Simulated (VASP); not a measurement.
# V (Im-3m) in VASP: further runs

The runs below take V through single point, with PBE.

Everything below comes from runs of VASP 6.6.1. Logs are shortened: lines on timing, memory, paths and dates and some standing lists are left out, and cuts for length are marked.

## Step 1: The cell of the first run

It takes space group Im-3m (No. 229, cubic). Conventional cell: a = 3.027 Å, b = 3.027 Å, c = 3.027 Å, α = 90.00°, β = 90.00°, γ = 90.00°. V (site symmetry m-3m) has 14 V at 2.62 to 3.03 Å within 3.5 Å.

## Step 2: Single point, PBE, collinear spin, ferromagnetic start

Contents of INCAR:

```
SYSTEM = V
  PREC = Accurate
  ENCUT = 520
  EDIFF = 1E-6
  ISMEAR = -1
  SIGMA = 0.1
  LREAL = .False.
  LASPH = .True.
  NELM = 150
  ALGO = Normal
  ISIF = 2
  LWAVE = .False.
  LCHARG = .False.
  ISPIN = 2
  MAGMOM = 2 2
  LORBIT = 11
  LMAXMIX = 4
  GGA = PE
  NBANDS = 24
```

Contents of KPOINTS:

```
regular mesh
0
Gamma
  9 9 9
  0 0 0
```

Contents of POSCAR:

```
V
1.0
    3.0267000000      0.0000000000      0.0000000000
    0.0000000000      3.0267000000      0.0000000000
    0.0000000000      0.0000000000      3.0267000000
V
2
Direct
    0.0000000000      0.0000000000      0.0000000000
    0.5000000000      0.5000000000      0.5000000000
```

Potentials or basis: VASP PAW PBE potentials, release 64 (V_sv).

Run with:

```sh
> cat potpaw_PBE.64/V_sv/POTCAR > POTCAR
> mpirun -np 1 vasp_std > vasp.out
```

OUTCAR:

```text
SYSTEM = V
   PREC = Accurate
   ENCUT = 520
   EDIFF = 1E-6
   ISMEAR = -1
   LREAL = .False.
   LASPH = .True.
   NELM = 150
   ISIF = 2
   ISPIN = 2
   LORBIT = 11
   GGA = PE

 ion  position               nearest neighbor table
   1  0.000  0.000  0.000-   2 2.62   2 2.62   2 2.62   2 2.62   2 2.62   2 2.62   2 2.62   2 2.62

   2  0.500  0.500  0.500-   1 2.62   1 2.62   1 2.62   1 2.62   1 2.62   1 2.62   1 2.62   1 2.62

  LATTYP: Found a simple cubic cell.
 ALAT       =     3.0267000000

  Lattice vectors:

 A1 = (   3.0267000000,   0.0000000000,   0.0000000000)
 A2 = (   0.0000000000,   3.0267000000,   0.0000000000)
 A3 = (   0.0000000000,   0.0000000000,   3.0267000000)

Analysis of symmetry for initial positions (statically):
=====================================================================
 Subroutine PRICEL returns following result:

  LATTYP: Found a body centered cubic cell.
 ALAT       =     3.0267000000

  Lattice vectors:

 A1 = (   1.5133500000,   1.5133500000,  -1.5133500000)
 A2 = (  -1.5133500000,   1.5133500000,   1.5133500000)
 A3 = (   1.5133500000,  -1.5133500000,   1.5133500000)

   2 primitive cells build up your supercell.

 Routine SETGRP: Setting up the symmetry group for a
 simple cubic supercell.

 Subroutine GETGRP returns: Found 48 space group operations
 (whereof 48 operations were pure point group operations)
 out of a pool of 48 trial point group operations.

The static configuration has the point symmetry O_h .

Analysis of symmetry for dynamics (positions and initial velocities):
=====================================================================
 Subroutine PRICEL returns following result:

  LATTYP: Found a body centered cubic cell.
 ALAT       =     3.0267000000

  Lattice vectors:

 A1 = (   1.5133500000,   1.5133500000,  -1.5133500000)
 A2 = (  -1.5133500000,   1.5133500000,   1.5133500000)
 A3 = (   1.5133500000,  -1.5133500000,   1.5133500000)

   2 primitive cells build up your supercell.

 Routine SETGRP: Setting up the symmetry group for a
 simple cubic supercell.

 Subroutine GETGRP returns: Found 48 space group operations
 (whereof 48 operations were pure point group operations)
 out of a pool of 48 trial point group operations.

The dynamic configuration has the point symmetry O_h .

Analysis of structural, dynamic, and magnetic symmetry:
=====================================================================
 Subroutine PRICEL returns following result:

  LATTYP: Found a body centered cubic cell.
 ALAT       =     3.0267000000

  Lattice vectors:

 A1 = (   1.5133500000,   1.5133500000,  -1.5133500000)
 A2 = (  -1.5133500000,   1.5133500000,   1.5133500000)
 A3 = (   1.5133500000,  -1.5133500000,   1.5133500000)

   2 primitive cells build up your supercell.

 Routine SETGRP: Setting up the symmetry group for a
 simple cubic supercell.

 Subroutine GETGRP returns: Found 48 space group operations
 (whereof 48 operations were pure point group operations)
 out of a pool of 48 trial point group operations.

The overall configuration has the point symmetry O_h .

 Subroutine INISYM returns: Found 48 space group operations
 (whereof 48 operations are pure point group operations),
 and found     2 'primitive' translations

----------------------------------------------------------------------------------------

                                     Primitive cell

  volume of cell :      13.8637

  direct lattice vectors                    reciprocal lattice vectors
     1.513350000  1.513350000 -1.513350000     0.330392837  0.330392837  0.000000000
    -1.513350000  1.513350000  1.513350000    -0.000000000  0.330392837  0.330392837
     1.513350000 -1.513350000  1.513350000     0.330392837  0.000000000  0.330392837

  length of vectors
     2.621199090  2.621199090  2.621199090     0.467246031  0.467246031  0.467246031

  position of ions in fractional coordinates (direct lattice)
     0.000000000  0.000000000  0.000000000

  ion indices of the primitive-cell ions
   primitive index   ion index
                 1           1

----------------------------------------------------------------------------------------

 KPOINTS: regular mesh

Automatic generation of k-mesh.
 Grid dimensions read from file:
 generate k-points for:    9    9    9

 Generating k-lattice:

  Cartesian coordinates                     Fractional coordinates (reciprocal lattice)
     0.036710315  0.000000000  0.000000000     0.111111111  0.000000000  0.000000000
     0.000000000  0.036710315  0.000000000     0.000000000  0.111111111  0.000000000
     0.000000000  0.000000000  0.036710315     0.000000000  0.000000000  0.111111111

  Length of vectors
     0.036710315  0.036710315  0.036710315

  Shift w.r.t. Gamma in fractional coordinates (k-lattice)
     0.000000000  0.000000000  0.000000000

 Subroutine IBZKPT returns following result:
 ===========================================

 Found     35 irreducible k-points:

 Following reciprocal coordinates:
            Coordinates               Weight
  0.000000  0.000000  0.000000      1.000000
  0.111111  0.000000  0.000000      6.000000
  0.222222  0.000000  0.000000      6.000000
  0.333333  0.000000  0.000000      6.000000
  0.444444  0.000000  0.000000      6.000000
  0.111111  0.111111  0.000000     12.000000
[... 16 lines left out ...]
  0.333333  0.333333  0.111111     24.000000
  0.444444  0.333333  0.111111     48.000000
 [... further k-points ...]
   k-points           NKPTS =     35   k-points in BZ     NKDIM =     35   number of bands    NBANDS=     24
   number of dos      NEDOS =    301   number of ions     NIONS =      2
   total plane-waves  NPLWV =  13824
   dimension x,y,z NGX =    24 NGY =   24 NGZ =   24
   dimension x,y,z NGXF=    48 NGYF=   48 NGZF=   48
   ions per type =               2
   NGX,Y,Z   is equivalent  to a cutoff of  13.18, 13.18, 13.18 a.u.
   NGXF,Y,Z  is equivalent  to a cutoff of  26.36, 26.36, 26.36 a.u.
 SYSTEM =  V
   PREC   = accura    normal or accurate (medium, high low for compatibility)
   ISTART =      0    job   : 0-new  1-cont  2-samecut
   ICHARG =      2    charge: 1-file 2-atom 10-const
   ISPIN  =      2    spin polarized calculation?
   LNONCOLLINEAR =      F non collinear calculations
   LSORBIT =      F    spin-orbit coupling
   LASPH  =      T    aspherical Exc in radial PAW
   ENCUT  =  520.0 eV  38.22 Ry    6.18 a.u.   5.63  5.63  5.63*2*pi/ulx,y,z
   NELM   =    150;   NELMIN=  2; NELMDL= -5     # of ELM steps
   EDIFF  = 0.1E-05   stopping-criterion for ELM
   LREAL  =      F    real-space projection
   EDIFFG = 0.1E-04   stopping-criterion for IOM
   NSW    =      0    number of steps for IOM
   IBRION =     -1    ionic relax: 0-MD 1-quasi-New 2-CG
   NFREE  =      0    steps in history (QN), initial steepest desc. (CG)
   ISIF   =      2    stress and relaxation
   ISYM   =      2    0-nonsym 1-usesym 2-fastsym
   POTIM  = 0.5000    time-step for ionic-motion
   TEBEG  =    0.0;   TEEND  =   0.0 temperature during run
   PSTRESS=    0.0 pullay stress
   NELECT =      26.0000    total number of electrons
   NUPDOWN=      -1.0000    fix difference up-down
   EMIN   =  10.00;   EMAX   =-10.00  energy-range for DOS
   EFERMI =   0.00;   METHOD = LEGACY
   ISMEAR =    -1;   SIGMA  =   0.10  broadening in eV -4-tet -1-fermi 0-gaus
   EFERMI_NEDOS =   21; number of points for ismear=-14 and -15
   IALGO  =     38    algorithm
   IMIX   =      4    mixing-type and parameters
     AMIX     =   0.40;   BMIX     =  1.00
     AMIX_MAG =   1.60;   BMIX_MAG =  1.00
  volume/ion in A,a.u.               =      13.86        93.56
  Fermi-wavevector in a.u.,A,eV,Ry     =   1.602372  3.028043 34.934247  2.567595
  Thomas-Fermi vector in A             =   2.699203
   LORBIT       =     11    0 simple, 1 ext, 2 COOP (PROOUT), +10 PAW based schemes
   GGA     = PE    functional components
   LHFCALC =     F    Hartree Fock is set to
   AEXX    =    0.0000 exact exchange contribution
   IVDW    =     0    specifies the selected vdW correction
   LEPSILON=     F    determine dielectric tensor
   LRPA    =     F    only Hartree local field effects (RPA)
 spin polarized calculation
  energy-cutoff  :      520.00
  volume of cell :       27.73
 maximum number of plane-waves:       756
 NGX is ok and might be reduce to    24
   NGX = 11   NGY = 11   NGZ = 11

 number of electron      25.9999991 magnetization       0.0007500

 Free energy of the ion-electron system (eV)
  ---------------------------------------------------
  ext. energy  EPLUGINS =         0.00000000
  ---------------------------------------------------
  free energy    TOTEN  =       -18.02722242 eV

  energy without entropy =      -17.90332193  energy(sigma->0) =      -17.96527218

 E-fermi :   9.3805     XC(G=0): -12.7479

 val. band max:        9.3511462951   @ k =   0.3333   0.2222   0.1111
 cond. band min:       9.3864717910   @ k =   0.2222   0.1111   0.1111
 fundamental gap:      0.0353254959
 Fermi energy:         9.3805053055

 spin component 1

 k-point     1 :       0.0000    0.0000    0.0000
  band No.  band energies     occupation
      1     -54.3909      1.00000
      2     -54.0924      1.00000
      3     -28.2995      1.00000
      4     -28.2995      1.00000
      5     -28.2995      1.00000
      6     -27.7365      1.00000
[... 16 lines left out ...]
     23      25.8841      0.00000
     24      25.8841      0.00000

 k-point     2 :       0.1111    0.0000    0.0000
  band No.  band energies     occupation
      1     -54.3804      1.00000
      2     -54.0999      1.00000
      3     -28.3003      1.00000
      4     -28.2815      1.00000
      5     -28.2815      1.00000
      6     -27.7721      1.00000
[... 16 lines left out ...]
     23      25.8885      0.00000
     24      26.3859      0.00000

 k-point     3 :       0.2222    0.0000    0.0000
  band No.  band energies     occupation
      1     -54.3508      1.00000
      2     -54.1220      1.00000
      3     -28.2964      1.00000
      4     -28.2301      1.00000
      5     -28.2301      1.00000
      6     -27.8674      1.00000
[... 16 lines left out ...]
     23      25.9119      0.00000
     24      26.7934      0.00000
[... 514 lines left out ...]
 k-point    23 :       0.3333    0.3333    0.1111
  band No.  band energies     occupation
      1     -54.2552      1.00000
      2     -54.1848      1.00000
      3     -28.4700      1.00000
      4     -28.3604      1.00000
      5     -28.1187      1.00000
      6     -27.9345      1.00000
[... 16 lines left out ...]
     23      23.1241      0.00000
     24      25.7647      0.00000

 k-point    24 :       0.4444    0.3333    0.1111
  band No.  band energies     occupation
      1     -54.2292      1.00000
      2     -54.2047      1.00000
      3     -28.4844      1.00000
      4     -28.4465      1.00000
      5     -28.0539      1.00000
      6     -27.9889      1.00000
[... 16 lines left out ...]
     23      23.9969      0.00000
     24      24.9245      0.00000

 [... further k-points ...]

 spin component 2

 k-point     1 :       0.0000    0.0000    0.0000
  band No.  band energies     occupation
      1     -54.3906      1.00000
      2     -54.0921      1.00000
      3     -28.2992      1.00000
      4     -28.2992      1.00000
      5     -28.2992      1.00000
      6     -27.7362      1.00000
[... 16 lines left out ...]
     23      25.8842      0.00000
     24      25.8842      0.00000

 k-point     2 :       0.1111    0.0000    0.0000
  band No.  band energies     occupation
      1     -54.3801      1.00000
      2     -54.0996      1.00000
      3     -28.3000      1.00000
      4     -28.2812      1.00000
      5     -28.2812      1.00000
      6     -27.7718      1.00000
[... 16 lines left out ...]
     23      25.8887      0.00000
     24      26.3861      0.00000

 k-point     3 :       0.2222    0.0000    0.0000
  band No.  band energies     occupation
      1     -54.3505      1.00000
      2     -54.1217      1.00000
      3     -28.2962      1.00000
      4     -28.2299      1.00000
      5     -28.2299      1.00000
      6     -27.8671      1.00000
[... 16 lines left out ...]
     23      25.9120      0.00000
     24      26.7936      0.00000
[... 514 lines left out ...]
 k-point    23 :       0.3333    0.3333    0.1111
  band No.  band energies     occupation
      1     -54.2549      1.00000
      2     -54.1845      1.00000
      3     -28.4697      1.00000
      4     -28.3601      1.00000
      5     -28.1184      1.00000
      6     -27.9342      1.00000
[... 16 lines left out ...]
     23      23.1243      0.00000
     24      25.7648      0.00000

 k-point    24 :       0.4444    0.3333    0.1111
  band No.  band energies     occupation
      1     -54.2289      1.00000
      2     -54.2044      1.00000
      3     -28.4841      1.00000
      4     -28.4463      1.00000
      5     -28.0536      1.00000
      6     -27.9886      1.00000
[... 16 lines left out ...]
     23      23.9971      0.00000
     24      24.9247      0.00000

 [... further k-points ...]
[... 5 lines left out ...]
  --------------------------------------------------------------------------------------
  -------------------------------------------------------------------------------------
  Total       -0.7976676     -0.7976676     -0.7976676      0.0000000     -0.0000000      0.0000000
  in kB      -46.0918793    -46.0918793    -46.0918793      0.0000000     -0.0000000      0.0000000
  external PRESSURE =     -46.0918793 kB  Pullay stress =       0.0000000 kB

 VOLUME and BASIS-vectors are now :
 -----------------------------------------------------------------------------
  energy-cutoff  :      520.00
  volume of cell :       27.73
      direct lattice vectors                 reciprocal lattice vectors
     3.026700000  0.000000000  0.000000000     0.330392837  0.000000000  0.000000000
     0.000000000  3.026700000  0.000000000     0.000000000  0.330392837  0.000000000
     0.000000000  0.000000000  3.026700000     0.000000000  0.000000000  0.330392837

 POSITION                                       TOTAL-FORCE (eV/Angst)
 -----------------------------------------------------------------------------------
      0.00000      0.00000      0.00000         0.000000      0.000000      0.000000
      1.51335      1.51335      1.51335        -0.000000     -0.000000     -0.000000
 -----------------------------------------------------------------------------------
    total drift:                                0.000000      0.000000     -0.000000

  FREE ENERGIE OF THE ION-ELECTRON SYSTEM (eV)
  ---------------------------------------------------
  free  energy   TOTEN  =       -18.0272224189 eV

  energy  without entropy=      -17.9033219320  energy(sigma->0) =      -17.96527218

 total charge

# of ion       s       p       d       tot
------------------------------------------
    1        2.333   6.212   3.059  11.604
    2        2.333   6.212   3.059  11.604
--------------------------------------------------
tot          4.666  12.424   6.119  23.208

 magnetization (x)

# of ion       s       p       d       tot
------------------------------------------
    1        0.000   0.000   0.000   0.000
    2        0.000   0.000   0.000   0.000
--------------------------------------------------
tot          0.000   0.000   0.000   0.001
```

Wall time 29 s (1 thread of Intel Xeon Platinum 8175M at 2.50GHz (Skylake/Cascade Lake), shared host); peak memory 0.16 GiB.

What came out:

| Item | Value |
| --- | --- |
| Free energy | -18.0272 eV |
| Pressure | -4.6 GPa |
| Band gap on the k mesh | zero (filled and empty bands overlap) |
| Net moment | 0.00 μB per cell |
| Valence electrons inside the program's atomic spheres | V 11.60 |

## Step 3: Single point, PBE, collinear spin, antiferromagnetic start

Contents of INCAR:

```
PREC = Accurate ; ENCUT = 520
EDIFF = 1E-6 ; ISMEAR = -1
SIGMA = 0.1 ; LREAL = F
LASPH = T ; NELM = 150
ALGO = Normal ; ISIF = 2
LWAVE = F ; LCHARG = T
ISPIN = 2 ; MAGMOM = 2 -2
LORBIT = 11 ; LMAXMIX = 4
GGA = PE ; LELF = T
LVHAR = T ; NBANDS = 24
```

Contents of KPOINTS:

```
Automatic mesh
0
Gamma
  9 9 9
```

POSCAR is that of step 2.

Potentials or basis: VASP PAW PBE potentials, release 64 (V_sv).

Run with:

```sh
> cat potpaw_PBE.64/V_sv/POTCAR > POTCAR
> mpirun -np 1 vasp_std > vasp.out
```

Run time: 42 s. Hardware: 1 thread of Intel Xeon Platinum 8175M at 2.50GHz (Skylake/Cascade Lake), shared host; peak memory 0.16 GiB.

The run converged. Its results:

```
Free energy                                           : -18.0272 eV
Pressure                                              : -4.6 GPa
Band gap on the k mesh                                : zero (filled and empty bands overlap)
Net moment                                            : 0.00 μB per cell
Valence electrons inside the program's atomic spheres : V 11.60
```

Levels at points of the mesh, in eV from the Fermi level:
Spin up:
```
           k point  band 9  band 10  band 11  band 12  band 13  band 14  band 15  band 16  band 17  band 18
(0.00, 0.00, 0.00)   -6.55    -2.89    -2.89     0.38     0.38     0.38     2.32     2.32     3.57     3.57
```
Spin down:
```
           k point  band 10  band 11  band 12  band 13  band 14  band 15  band 16  band 17
(0.00, 0.00, 0.00)    -2.89    -2.89     0.38     0.38     0.38     2.32     2.32     3.57
```

## Step 4: Single point, PBE, collinear spin, ferromagnetic start

Contents of INCAR:

```
SYSTEM = V
PREC = Accurate ; ENCUT = 520
EDIFF = 1E-6 ; ISMEAR = -1
SIGMA = 0.1 ; LREAL = .FALSE.
LASPH = .TRUE. ; NELM = 150
ALGO = Normal ; ISIF = 2
LWAVE = .FALSE. ; LCHARG = .FALSE.
ISPIN = 2 ; MAGMOM = 3 3
LORBIT = 11 ; LMAXMIX = 4
GGA = PE ; NBANDS = 24
```

Contents of KPOINTS:

```
Automatic mesh
0
G
  9 9 9
  0 0 0
```

POSCAR is that of step 3.

Run with:

```sh
> cat potpaw_PBE.64/V_sv/POTCAR > POTCAR
> mpirun -np 1 vasp_std > vasp.out
```

Run time: 40 s. Hardware: 1 thread of Intel Xeon Platinum 8175M at 2.50GHz (Skylake/Cascade Lake), shared host; peak memory 0.16 GiB.

The run converged. Its results:

```yaml
Free_energy: -18.0272 eV
Pressure: -4.6 GPa
Band_gap_on_the_k_mesh: zero (filled and empty bands overlap)
Net_moment: 0.00 μB per cell
Valence_electrons_inside_the_program's_atomic_spheres: V 11.60
```

Levels at points of the mesh, in eV from the Fermi level:
Spin up:
```
           k point  band 9  band 10  band 11  band 12  band 13  band 14  band 15  band 16  band 17  band 18
(0.00, 0.00, 0.00)   -6.55    -2.89    -2.89     0.38     0.38     0.38     2.32     2.32     3.57     3.57
```
Spin down:
```
           k point  band 9  band 10  band 11  band 12  band 13  band 14  band 15  band 16  band 17  band 18
(0.00, 0.00, 0.00)   -6.55    -2.89    -2.89     0.39     0.39     0.39     2.32     2.32     3.57     3.57
```
